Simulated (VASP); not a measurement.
Crystal: HgTe.

```
CELL_PARAMETERS angstrom
-3.00444 3.00444 1.53833
3.00444 -3.00444 1.53833
3.00444 3.00444 -1.53833
ATOMIC_POSITIONS crystal
Hg 0.75000 0.25000 0.50000
Te 0.00000 0.00000 0.00000
```

Base run:

* Program: VASP 6.6.1
* Functional: PBE
* Potentials or basis: VASP PAW PBE potentials, release 64 (Hg, Te)
* Cutoff: 520 eV
* k mesh: 10 × 10 × 10
* Occupations: fermi-dirac, width 0.05 eV
* Spin: no spin polarisation

Its results: band gap on the k mesh zero (bands 9 and 10 overlap by 3.60 eV); pressure 1.9 GPa.

Problem. The run is repeated on the same cell with these changes: functional from PBE to r2SCAN; further incar settings from ALGO = Normal; EDIFF = 1e-07; NBANDS = 16 to ALGO = Normal; EDIFF = 1e-06; NBANDS = 16. What comes out?

Solution. Band gap on the k mesh zero (bands 9 and 10 overlap by 3.73 eV); pressure 0.9 GPa.

Caveats: spin-orbit coupling is left out, which moves the levels of the heavy elements; the PAW data sets were made with another functional, which shifts forces and pressure a little (at least some runs).
